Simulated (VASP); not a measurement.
# Ca (I4/mmm) in VASP: further runs

The runs below take Ca through single point, with PBEsol.

Everything below comes from runs of VASP 6.6.1. Logs are shortened: lines on timing, memory, paths and dates and some standing lists are left out, and cuts for length are marked.

**1. The cell of the first run**

The structure is tetragonal, space group I4/mmm (No. 139). The conventional cell has a = 3.952 Å, b = 3.952 Å, c = 5.421 Å, α = 90.00°, β = 90.00°, γ = 90.00°. Ca (site symmetry 4/mmm) has 12 Ca at 3.89 to 3.95 Å within 5.1 Å.

**2. Single point, PBEsol (strain -0.0300 x Voigt [1, 0, 0, 0, 0, 0])**

INCAR

```
SYSTEM = Ca
PREC     = Accurate       ! precision mode
ENCUT    = 520            ! plane-wave cutoff, eV
EDIFF    = 1E-6           ! SCF threshold, eV
ISMEAR   = 0              ! smearing method
SIGMA    = 0.15           ! smearing width, eV
LREAL    = .FALSE.        ! projectors in reciprocal space
LASPH    = .TRUE.         ! aspherical terms in the spheres
NELM     = 60             ! most SCF steps
ALGO     = Fast           ! electronic algorithm
ISIF     = 2              ! what is computed and relaxed
LWAVE    = .FALSE.        ! write WAVECAR
LCHARG   = .FALSE.        ! write CHGCAR
GGA      = PS             ! functional
NBANDS   = 11             ! bands
```

KPOINTS

```
regular mesh
0
G
  14 14 14
  0 0 0
```

POSCAR

```
Ca
1.0
    0.0000000000      2.7942000000      2.7942000000
    2.7103740000      0.0000000000      2.7942000000
    2.7103740000      2.7942000000      0.0000000000
Ca
1
Direct
    0.0000000000      0.0000000000      0.0000000000
```

Potentials or basis: VASP PAW PBE potentials, release 64 (Ca_sv).

The run is started by

```
$ cat potpaw_PBE.64/Ca_sv/POTCAR > POTCAR
$ mpirun -np 1 vasp_std > vasp.out
```

OUTCAR:

```text
SYSTEM = Ca
   PREC = Accurate
   ENCUT = 520
   EDIFF = 1E-6
   ISMEAR = 0
   LREAL = .FALSE.
   LASPH = .TRUE.
   NELM = 60
   ISIF = 2
   GGA = PS

 ion  position               nearest neighbor table
   1  0.000  0.000  0.000-

  LATTYP: Found a body centered tetragonal cell.
 ALAT       =     3.9515955360
 C/A-ratio  =     1.3717871555

  Lattice vectors:

 A1 = (  -2.7103740000,   0.0000000000,  -2.7942000000)
 A2 = (  -2.7103740000,   0.0000000000,   2.7942000000)
 A3 = (   2.7103740000,   2.7942000000,   0.0000000000)

Analysis of symmetry for initial positions (statically):
=====================================================================
 Subroutine PRICEL returns:
 Original cell was already a primitive cell.

 Routine SETGRP: Setting up the symmetry group for a
 body centered tetragonal supercell.

 Subroutine GETGRP returns: Found 16 space group operations
 (whereof 16 operations were pure point group operations)
 out of a pool of 16 trial point group operations.

The static configuration has the point symmetry D_4h.

Analysis of symmetry for dynamics (positions and initial velocities):
=====================================================================
 Subroutine PRICEL returns:
 Original cell was already a primitive cell.

 Routine SETGRP: Setting up the symmetry group for a
 body centered tetragonal supercell.

 Subroutine GETGRP returns: Found 16 space group operations
 (whereof 16 operations were pure point group operations)
 out of a pool of 16 trial point group operations.

The dynamic configuration has the point symmetry D_4h.

 Subroutine INISYM returns: Found 16 space group operations
 (whereof 16 operations are pure point group operations),
 and found     1 'primitive' translations

----------------------------------------------------------------------------------------

                                     Primitive cell

  volume of cell :      42.3228

  direct lattice vectors                    reciprocal lattice vectors
     0.000000000  2.794200000  2.794200000    -0.184476386  0.178942094  0.178942094
     2.710374000  0.000000000  2.794200000     0.184476386 -0.178942094  0.178942094
     2.710374000  2.794200000  0.000000000     0.184476386  0.178942094 -0.178942094

  length of vectors
     3.951595536  3.892772901  3.892772901     0.313164626  0.313164626  0.313164626

  position of ions in fractional coordinates (direct lattice)
     0.000000000  0.000000000  0.000000000

  ion indices of the primitive-cell ions
   primitive index   ion index
                 1           1

[... 77 lines left out ...]
   ISIF   =      2    stress and relaxation
   ISYM   =      2    0-nonsym 1-usesym 2-fastsym
   POTIM  = 0.5000    time-step for ionic-motion
   TEBEG  =    0.0;   TEEND  =   0.0 temperature during run
   PSTRESS=    0.0 pullay stress
   NELECT =      10.0000    total number of electrons
   NUPDOWN=      -1.0000    fix difference up-down
   EMIN   =  10.00;   EMAX   =-10.00  energy-range for DOS
   EFERMI =   0.00;   METHOD = LEGACY
   ISMEAR =     0;   SIGMA  =   0.15  broadening in eV -4-tet -1-fermi 0-gaus
   EFERMI_NEDOS =   21; number of points for ismear=-14 and -15
   IALGO  =     68    algorithm
   IMIX   =      4    mixing-type and parameters
     AMIX     =   0.40;   BMIX     =  1.00
     AMIX_MAG =   1.60;   BMIX_MAG =  1.00
  volume/ion in A,a.u.               =      42.32       285.61
  Fermi-wavevector in a.u.,A,eV,Ry     =   1.012084  1.912562 13.936652  1.024315
  Thomas-Fermi vector in A             =   2.145173
   LORBIT       =      0    0 simple, 1 ext, 2 COOP (PROOUT), +10 PAW based schemes
   GGA     = PS    functional components
   LHFCALC =     F    Hartree Fock is set to
   AEXX    =    0.0000 exact exchange contribution
   IVDW    =     0    specifies the selected vdW correction
   LEPSILON=     F    determine dielectric tensor
   LRPA    =     F    only Hartree local field effects (RPA)
 non-spin polarized calculation
 RMM-DIIS sequential band-by-band and
 Gauss-broadening in eV      SIGMA  =   0.15
  energy-cutoff  :      520.00
  volume of cell :       42.32
 maximum number of plane-waves:      1166
 NGX is ok and might be reduce to    30
   NGX = 15   NGY = 15   NGZ = 15

 number of electron      10.0000000 magnetization

 number of electron       9.9999999 magnetization

 Free energy of the ion-electron system (eV)
  ---------------------------------------------------
  ext. energy  EPLUGINS =         0.00000000
  ---------------------------------------------------
  free energy    TOTEN  =        -2.13753579 eV

  energy without entropy =       -2.12262389  energy(sigma->0) =       -2.13007984

 E-fermi :   1.8763     XC(G=0):  -7.8011

 val. band max:        1.8737178099   @ k =  -0.2143   0.4286   0.3571
 cond. band min:       1.8796881458   @ k =  -0.2143   0.4286   0.2857
 fundamental gap:      0.0059703358
 Fermi energy:         1.8762877930

 k-point     1 :       0.0000    0.0000    0.0000
  band No.  band energies     occupation
      1     -39.9718      2.00000
      2     -20.9646      2.00000
      3     -20.9646      2.00000
      4     -20.9620      2.00000
      5      -2.1495      2.00000
      6       4.1585      0.00000
      7       4.1585      0.00000
      8       4.2927      0.00000
      9       5.1851      0.00000
     10       5.3576      0.00000
     11      11.0030      0.00000
[... 309 lines left out ...]
 k-point    24 :       0.2857    0.1429    0.0000
  band No.  band energies     occupation
      1     -39.9638      2.00000
      2     -21.0326      2.00000
      3     -20.9822      2.00000
      4     -20.9810      2.00000
      5      -0.9531      2.00000
      6       3.2452      0.00000
      7       4.1290      0.00000
      8       4.5554      0.00000
      9       4.9539      0.00000
     10       5.5884      0.00000
     11       9.5986      0.00000

 [... further k-points ...]
[... 5 lines left out ...]
  --------------------------------------------------------------------------------------
  -------------------------------------------------------------------------------------
  Total       -0.1445765     -0.1972803     -0.1972803     -0.0000000      0.0000000      0.0000000
  in kB       -5.4731084     -7.4682727     -7.4682727     -0.0000000      0.0000000      0.0000000
  external PRESSURE =      -6.8032179 kB  Pullay stress =       0.0000000 kB

 VOLUME and BASIS-vectors are now :
 -----------------------------------------------------------------------------
  energy-cutoff  :      520.00
  volume of cell :       42.32
      direct lattice vectors                 reciprocal lattice vectors
     0.000000000  2.794200000  2.794200000    -0.184476386  0.178942094  0.178942094
     2.710374000  0.000000000  2.794200000     0.184476386 -0.178942094  0.178942094
     2.710374000  2.794200000  0.000000000     0.184476386  0.178942094 -0.178942094

 POSITION                                       TOTAL-FORCE (eV/Angst)
 -----------------------------------------------------------------------------------
      0.00000      0.00000      0.00000         0.000000      0.000000     -0.000000
 -----------------------------------------------------------------------------------
    total drift:                               -0.000000     -0.000000      0.000000

  FREE ENERGIE OF THE ION-ELECTRON SYSTEM (eV)
  ---------------------------------------------------
  free  energy   TOTEN  =        -2.1375357876 eV

  energy  without entropy=       -2.1226238894  energy(sigma->0) =       -2.13007984
```

Wall time 50 s (1 thread of Intel Xeon 6975P-C (Granite Rapids), shared host); peak memory 0.24 GiB.

Results:

| Quantity | Value |
| --- | --- |
| Free energy | -2.1375 eV |
| Pressure | -0.7 GPa |
| Band gap on the k mesh | zero (band 5 reaches 2.04 eV, above the bottom of band 6 at 1.72 eV) |

Caveat: the cell differs from its parent crystal (strain -0.0300 x Voigt [1, 0, 0, 0, 0, 0]); the PAW data sets were made with another functional, which shifts forces and pressure a little.

**3. Single point, PBEsol (strain -0.0150 x Voigt [1, 0, 0, 0, 0, 0])**

INCAR

```
PREC     = Accurate       # precision mode
ENCUT    = 520            # plane-wave cutoff, eV
EDIFF    = 1E-6           # SCF threshold, eV
ISMEAR   = 0              # smearing method
SIGMA    = 0.15           # smearing width, eV
LREAL    = F              # projectors in reciprocal space
LASPH    = T              # aspherical terms in the spheres
NELM     = 80             # most SCF steps
ALGO     = Fast           # electronic algorithm
ISIF     = 2              # what is computed and relaxed
LWAVE    = F              # write WAVECAR
LCHARG   = T              # write CHGCAR
GGA      = PS             # functional
LELF     = T              # ELF
LVHAR    = T            
NBANDS   = 11             # bands
```

KPOINTS

```
regular mesh
0
Gamma
  14 14 14
```

POSCAR

```
Ca
1.0
    0.0000000000      2.7942000000      2.7942000000
    2.7522870000      0.0000000000      2.7942000000
    2.7522870000      2.7942000000      0.0000000000
Ca
1
Direct
    0.0000000000      0.0000000000      0.0000000000
```

Potentials or basis: VASP PAW PBE potentials, release 64 (Ca_sv).

The run is started by

```
$ cat potpaw_PBE.64/Ca_sv/POTCAR > POTCAR
$ mpirun -np 1 vasp_std > vasp.out
```

It took 50 s on 1 thread of Intel Xeon 6975P-C (Granite Rapids), shared host; peak memory 0.24 GiB.

The run converged. Its results:

| Item | Value |
| --- | --- |
| Free energy | -2.1347 eV |
| Pressure | -0.9 GPa |
| Band gap on the k mesh | zero (band 5 reaches 1.99 eV, above the bottom of band 6 at 1.65 eV) |

Stress tensor (GPa, compression positive):
```
-0.85  0.00  0.00
 0.00 -0.95  0.00
 0.00  0.00 -0.95
```

Levels at points of the mesh, in eV from the Fermi level:
| k point | band 1 | band 2 | band 3 | band 4 | band 5 | band 6 | band 7 | band 8 | band 9 | band 10 |
| --- | --- | --- | --- | --- | --- | --- | --- | --- | --- | --- |
| (0.00, 0.00, 0.00) | -41.88 | -22.88 | -22.88 | -22.88 | -4.00 | 2.28 | 2.28 | 2.35 | 3.32 | 3.40 |
| (0.50, 0.00, 0.00) | -41.87 | -23.01 | -22.90 | -22.89 | -0.99 | -0.17 | 2.15 | 2.24 | 4.02 | 4.05 |
| (0.50, 0.50, 0.00) | -41.87 | -23.00 | -22.93 | -22.92 | -0.46 | 0.59 | 0.89 | 4.03 | 4.18 | 4.24 |
| (0.00, 0.50, 0.50) | -41.87 | -23.00 | -22.93 | -22.93 | -0.41 | 0.56 | 1.03 | 4.03 | 4.22 | 4.22 |

Caveat: the cell differs from its parent crystal (strain -0.0150 x Voigt [1, 0, 0, 0, 0, 0]); the PAW data sets were made with another functional, which shifts forces and pressure a little.

**4. Single point, PBEsol (strain +0.0150 x Voigt [1, 0, 0, 0, 0, 0])**

INCAR

```
SYSTEM = Ca
ALGO = Normal ; EDIFF = 1E-7
ENCUT = 520 ; GGA = PS
ISIF = 2 ; ISMEAR = 0
LASPH = .True. ; LCHARG = .True.
LELF = .True. ; LREAL = .False.
LVHAR = .True. ; LWAVE = .False.
NBANDS = 11 ; NELM = 80
PREC = Accurate ; SIGMA = 0.15
```

KPOINTS

```
k-points
0
Gamma
  14 14 14
  0 0 0
```

POSCAR

```
Ca
1.0
    0.0000000000      2.7942000000      2.7942000000
    2.8361130000      0.0000000000      2.7942000000
    2.8361130000      2.7942000000      0.0000000000
Ca
1
Direct
    0.0000000000      0.0000000000      0.0000000000
```

The run is started by

```
$ cat potpaw_PBE.64/Ca_sv/POTCAR > POTCAR
$ mpirun -np 1 vasp_std > vasp.out
```

Run time: 52 s. Hardware: 1 thread of Intel Xeon 6975P-C (Granite Rapids), shared host; peak memory 0.25 GiB.

Results (log left out):

```
Free energy            : -2.1256 eV
Pressure               : -1.4 GPa
Band gap on the k mesh : zero (band 5 reaches 1.90 eV, above the bottom of band 6 at 1.52 eV)
```

Stress tensor (GPa, compression positive):
```
-1.44  0.00  0.00
 0.00 -1.32  0.00
 0.00  0.00 -1.32
```

Levels at points of the mesh, in eV from the Fermi level:
| k point | band 3 | band 4 | band 5 | band 6 | band 7 | band 8 |
| --- | --- | --- | --- | --- | --- | --- |
| (0.00, 0.00, 0.00) | -22.95 | -22.95 | -3.94 | 2.22 | 2.29 | 2.29 |
| (0.50, 0.00, 0.00) | -22.97 | -22.97 | -0.98 | -0.19 | 2.12 | 2.20 |
| (0.50, 0.50, 0.00) | -23.00 | -22.99 | -0.40 | 0.58 | 0.93 | 3.92 |
| (0.00, 0.50, 0.50) | -22.99 | -22.99 | -0.44 | 0.61 | 0.79 | 3.93 |

Caveat: the cell differs from its parent crystal (strain +0.0150 x Voigt [1, 0, 0, 0, 0, 0]); the PAW data sets were made with another functional, which shifts forces and pressure a little.

**5. The runs side by side**

| cell | gap on the mesh (eV) | pressure (GPa) |
| --- | --- | --- |
| a = 3.952, b = 3.893, c = 3.893 Å, angles 61.0, 59.5, 59.5°, 1 atom | none | -0.7 |
| a = 3.952, b = 3.922, c = 3.922 Å, angles 60.5, 59.8, 59.8°, 1 atom | none | -0.9 |
| a = 3.952, b = 3.981, c = 3.981 Å, angles 59.5, 60.2, 60.2°, 1 atom | none | -1.4 |

Alike in all rows: task single point; level PBEsol; potentials or basis VASP PAW PBE potentials, release 64 (Ca_sv); no spin polarisation; k mesh 14 × 14 × 14; cutoff (eV) 520; smearing gaussian 0.15 eV.

Caveats: the PAW data sets were made with another functional, which shifts forces and pressure a little.

Total energies depend on the potentials used, so only differences within one code and one set of settings carry meaning.
